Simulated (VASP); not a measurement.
Input of a VASP 6.6.1 run:

INCAR

```
SYSTEM = FeCu
PREC = Accurate
ENCUT = 520
EDIFF = 1E-7
ISMEAR = -1
SIGMA = 0.05
LREAL = .False.
LASPH = .True.
NELM = 150
ALGO = Fast
ISIF = 2
LWAVE = .False.
LCHARG = .True.
ISPIN = 2
MAGMOM = 3 0.6
LORBIT = 11
LMAXMIX = 4
GGA = PE
LELF = .True.
LVHAR = .True.
NBANDS = 20
```

File KPOINTS:

```
Automatic mesh
0
Gamma
  11 11 11
  0 0 0
```

Contents of POSCAR:

```
FeCu
1.0
    0.0000000000      2.2122106379      2.2122106379
    2.2122106379      0.0000000000      2.2122106379
    2.2122106379      2.2122106379      0.0000000000
Fe Cu
1 1
Direct
    0.5000000000      0.5000000000      0.5000000000
    0.0000000000      0.0000000000      0.0000000000
```

Potentials or basis: VASP PAW PBE potentials, release 64 (Fe, Cu).

Command:

```bash
$ cat potpaw_PBE.64/Fe/POTCAR potpaw_PBE.64/Cu/POTCAR > POTCAR
$ mpirun -np 1 vasp_std > vasp.out
```

What does it give for the pressure?

55.0 GPa.

Estimate the site moments.

Fe +2.58; Cu +0.20 μB.

Estimate the net moment.

2.79 μB per cell.
